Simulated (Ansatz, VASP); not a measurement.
Two plane-wave programs on WSe

```
CELL_PARAMETERS angstrom
3.13053 0.00000 0.00000
0.00000 3.13053 0.00000
0.00000 0.00000 3.13053
ATOMIC_POSITIONS crystal
W 0.00000 0.00000 0.00000
Se 0.50000 0.50000 0.50000
```

Alike in both runs: task relaxation of cell and atoms; functional r2SCAN; k mesh 18 × 18 × 18; occupations gaussian, width 0.1 eV; no spin polarisation.

```csv
,VASP,Ansatz
version,VASP 6.6.1,Ansatz 0.2.0
potentials or method,"VASP PAW PBE potentials, release 64 (W_sv, Se), cutoff 600 eV","scalar-relativistic, plane waves, PAW"
valence electrons in the cell,20,30
```

VASP gave:

| Quantity | Value |
| --- | --- |
| gap on the k mesh at the Fermi level, each at its own relaxed structure (eV) | none |
| relaxed volume (Å³/atom) | 15.40 |
| relaxed cell length with the largest relative difference (Å) | 3.135 |

Estimate Ansatz's values.

gap on the k mesh at the Fermi level, each at its own relaxed structure (eV): none; relaxed volume (Å³/atom): 15.35; relaxed cell length with the largest relative difference (Å): 3.131.

VASP's potentials were made for PBE, not for r2SCAN. A gap of «none» marks a metal or a gap that the smearing closes. VASP's potentials hold 20 valence electrons a cell and Ansatz's 30, so a difference there can come from the potentials and not from the codes.

Neither program's run includes spin-orbit coupling.
